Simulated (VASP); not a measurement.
# W (Im-3m) in VASP: density of states with PBEsol

Aim: the density of states of W with PBEsol.

Everything below comes from runs of VASP 6.6.1. Logs are shortened: lines on timing, memory, paths and dates and some standing lists are left out, and cuts for length are marked.

### Step 1. The cell of the first run

The structure is cubic, space group Im-3m (No. 229). Conventional cell: a = 3.154 Å, b = 3.154 Å, c = 3.154 Å, α = 90.00°, β = 90.00°, γ = 90.00°. W (site symmetry m-3m) has 14 W at 2.73 to 3.15 Å within 3.6 Å.

### Step 2. Density of states, PBEsol

Contents of POSCAR:

```
W
1.0
   -1.5767711598      1.5767711598      1.5767711598
    1.5767711598     -1.5767711598      1.5767711598
    1.5767711598      1.5767711598     -1.5767711598
W
1
Direct
    0.0000000000      0.0000000000      0.0000000000
```

Contents of INCAR.step1:

```
SYSTEM = W
  PREC = Accurate
  ENCUT = 520
  EDIFF = 1E-7
  ISMEAR = -1
  SIGMA = 0.05
  LREAL = .FALSE.
  LASPH = .TRUE.
  NELM = 60
  ALGO = Normal
  ISIF = 2
  LWAVE = .FALSE.
  LCHARG = .TRUE.
  LMAXMIX = 4
  GGA = PS
  NBANDS = 13
```

Contents of KPOINTS.step1:

```
Automatic mesh
0
G
  19 19 19
  0 0 0
```

Contents of INCAR.step2:

```
SYSTEM = W
  PREC = Accurate
  ENCUT = 520
  EDIFF = 1E-7
  ISMEAR = -5
  SIGMA = 0.05
  LREAL = .FALSE.
  LASPH = .TRUE.
  NELM = 60
  ALGO = Normal
  ISIF = 2
  LWAVE = .FALSE.
  LCHARG = .FALSE.
  LMAXMIX = 4
  GGA = PS
  LORBIT = 11
  NEDOS = 1001
  ICHARG = 11
```

Contents of KPOINTS.step2:

```
Automatic mesh
0
G
  29 29 29
  0 0 0
```

Potentials or basis: VASP PAW PBE potentials, release 64 (W_sv).

Run with:

```
$ cat potpaw_PBE.64/W_sv/POTCAR > POTCAR
$ cp INCAR.step1 INCAR
$ cp KPOINTS.step1 KPOINTS
$ mpirun -np 1 vasp_std > vasp.out
$ cp INCAR.step2 INCAR
$ cp KPOINTS.step2 KPOINTS
$ mpirun -np 1 vasp_std > vasp.out
```

OUTCAR:

```text
SYSTEM = W
   PREC = Accurate
   ENCUT = 520
   EDIFF = 1E-7
   ISMEAR = -5
   LREAL = .FALSE.
   LASPH = .TRUE.
   NELM = 60
   ISIF = 2
   GGA = PS
   LORBIT = 11
   ICHARG = 11

 ion  position               nearest neighbor table
   1  0.000  0.000  0.000-

  LATTYP: Found a body centered cubic cell.
 ALAT       =     3.1535423196

  Lattice vectors:

 A1 = (  -1.5767711598,   1.5767711598,   1.5767711598)
 A2 = (   1.5767711598,  -1.5767711598,   1.5767711598)
 A3 = (   1.5767711598,   1.5767711598,  -1.5767711598)

Analysis of symmetry for initial positions (statically):
=====================================================================
 Subroutine PRICEL returns:
 Original cell was already a primitive cell.

 Routine SETGRP: Setting up the symmetry group for a
 body centered cubic supercell.

 Subroutine GETGRP returns: Found 48 space group operations
 (whereof 48 operations were pure point group operations)
 out of a pool of 48 trial point group operations.

The static configuration has the point symmetry O_h .

Analysis of symmetry for dynamics (positions and initial velocities):
=====================================================================
 Subroutine PRICEL returns:
 Original cell was already a primitive cell.

 Routine SETGRP: Setting up the symmetry group for a
 body centered cubic supercell.

 Subroutine GETGRP returns: Found 48 space group operations
 (whereof 48 operations were pure point group operations)
 out of a pool of 48 trial point group operations.

The dynamic configuration has the point symmetry O_h .

 Subroutine INISYM returns: Found 48 space group operations
 (whereof 48 operations are pure point group operations),
 and found     1 'primitive' translations

----------------------------------------------------------------------------------------

                                     Primitive cell

  volume of cell :      15.6807

  direct lattice vectors                    reciprocal lattice vectors
    -1.576771160  1.576771160  1.576771160     0.000000000  0.317103720  0.317103720
     1.576771160 -1.576771160  1.576771160     0.317103720  0.000000000  0.317103720
     1.576771160  1.576771160 -1.576771160     0.317103720  0.317103720  0.000000000

  length of vectors
     2.731047761  2.731047761  2.731047761     0.448452381  0.448452381  0.448452381

  position of ions in fractional coordinates (direct lattice)
     0.000000000  0.000000000  0.000000000
[... 86 lines left out ...]
   POTIM  = 0.5000    time-step for ionic-motion
   TEBEG  =    0.0;   TEEND  =   0.0 temperature during run
   PSTRESS=    0.0 pullay stress
   NELECT =      14.0000    total number of electrons
   NUPDOWN=      -1.0000    fix difference up-down
   EMIN   =  10.00;   EMAX   =-10.00  energy-range for DOS
   EFERMI =   0.00;   METHOD = LEGACY
   ISMEAR =    -5;   SIGMA  =   0.05  broadening in eV -4-tet -1-fermi 0-gaus
   EFERMI_NEDOS =   21; number of points for ismear=-14 and -15
   IALGO  =     38    algorithm
   IMIX   =      4    mixing-type and parameters
     AMIX     =   0.40;   BMIX     =  1.00
     AMIX_MAG =   1.60;   BMIX_MAG =  1.00
  volume/ion in A,a.u.               =      15.68       105.82
  Fermi-wavevector in a.u.,A,eV,Ry     =   1.576385  2.978935 33.810319  2.484988
  Thomas-Fermi vector in A             =   2.677226
   LORBIT       =     11    0 simple, 1 ext, 2 COOP (PROOUT), +10 PAW based schemes
   GGA     = PS    functional components
   LHFCALC =     F    Hartree Fock is set to
   AEXX    =    0.0000 exact exchange contribution
   IVDW    =     0    specifies the selected vdW correction
   LEPSILON=     F    determine dielectric tensor
   LRPA    =     F    only Hartree local field effects (RPA)
 non-spin polarized calculation
 Fermi weights with tetrahedron method with Bloechl corrections
  energy-cutoff  :      520.00
  volume of cell :       15.68
 maximum number of plane-waves:       436

 number of electron      14.0000005 magnetization

 Free energy of the ion-electron system (eV)
  ---------------------------------------------------
  ext. energy  EPLUGINS =         0.00000000
  ---------------------------------------------------
  free energy    TOTEN  =       -13.80517261 eV

  energy without entropy =      -13.80517261  energy(sigma->0) =      -13.80517261

 E-fermi :  11.4681     XC(G=0): -13.8218

 val. band max:       11.5244392291   @ k =  -0.4483   0.4483   0.0345
 cond. band min:      11.3608504663   @ k =  -0.1724   0.1724   0.1379
 fundamental gap:     -0.1635887628
 Fermi energy:        11.4681484776

 k-point     1 :       0.0000    0.0000    0.0000
  band No.  band energies     occupation
      1     -62.6949      2.00000
      2     -26.2367      2.00000
      3     -26.2367      2.00000
      4     -26.2367      2.00000
      5       1.7185      2.00000
      6      10.1817      2.00000
      7      10.1817      2.00000
      8      10.1817      2.00000
      9      13.6955      0.00000
     10      13.6955      0.00000
     11      25.9977      0.00000
[... 309 lines left out ...]
 k-point    24 :       0.3103    0.0345    0.0000
  band No.  band energies     occupation
      1     -62.5906      2.00000
      2     -27.2422      2.00000
      3     -26.5619      2.00000
      4     -26.2492      2.00000
      5       4.9667      2.00000
      6       8.3381      2.00000
      7       9.8301      2.00000
      8      13.3693      0.00000
      9      14.1837      0.00000
     10      14.8328      0.00000
     11      24.9041      0.00000

 [... further k-points ...]

------------------------ aborting loop because EDIFF is reached ----------------------------------------

  FORCE on cell =-STRESS in cart. coord.  units (eV):
  Direction    XX          YY          ZZ          XY          YZ          ZX
  --------------------------------------------------------------------------------------
  -------------------------------------------------------------------------------------
  Total        0.0532086      0.0532086      0.0532086     -0.0000000     -0.0000000      0.0000000
  in kB        5.4365841      5.4365841      5.4365841     -0.0000000     -0.0000000      0.0000000
  external PRESSURE =       5.4365841 kB  Pullay stress =       0.0000000 kB

 VOLUME and BASIS-vectors are now :
 -----------------------------------------------------------------------------
  energy-cutoff  :      520.00
  volume of cell :       15.68
      direct lattice vectors                 reciprocal lattice vectors
    -1.576771160  1.576771160  1.576771160     0.000000000  0.317103720  0.317103720
     1.576771160 -1.576771160  1.576771160     0.317103720  0.000000000  0.317103720
     1.576771160  1.576771160 -1.576771160     0.317103720  0.317103720  0.000000000

 POSITION                                       TOTAL-FORCE (eV/Angst)
 -----------------------------------------------------------------------------------
      0.00000      0.00000      0.00000        -0.000000     -0.000000     -0.000000
 -----------------------------------------------------------------------------------
    total drift:                                0.000000     -0.000000      0.000000

  FREE ENERGIE OF THE ION-ELECTRON SYSTEM (eV)
  ---------------------------------------------------
  free  energy   TOTEN  =       -13.8051726128 eV

  energy  without entropy=      -13.8051726128  energy(sigma->0) =      -13.80517261

 total charge

# of ion       s       p       d       tot
------------------------------------------
    1        2.407   6.350   3.372  12.129
```

OUTCAR.step1:

```text
SYSTEM = W
   PREC = Accurate
   ENCUT = 520
   EDIFF = 1E-7
   ISMEAR = -1
   LREAL = .FALSE.
[... 599 lines left out ...]

 POSITION                                       TOTAL-FORCE (eV/Angst)
 -----------------------------------------------------------------------------------
      0.00000      0.00000      0.00000        -0.000000     -0.000000      0.000000
 -----------------------------------------------------------------------------------
    total drift:                                0.000000     -0.000000      0.000000

  FREE ENERGIE OF THE ION-ELECTRON SYSTEM (eV)
  ---------------------------------------------------
  free  energy   TOTEN  =       -13.8084825775 eV

  energy  without entropy=      -13.8054506909  energy(sigma->0) =      -13.80696663
```

Wall time 46 s (1 thread of Intel Xeon 6975P-C (Granite Rapids), shared host); peak memory 0.27 GiB.

What came out:

```
Valence electrons inside the program's atomic spheres : W 12.13
```

Caveat: the PAW data sets were made with another functional, which shifts forces and pressure a little; spin-orbit coupling is left out, which moves the levels of the heavy elements; tetrahedron occupations give inexact forces and stress in metals.
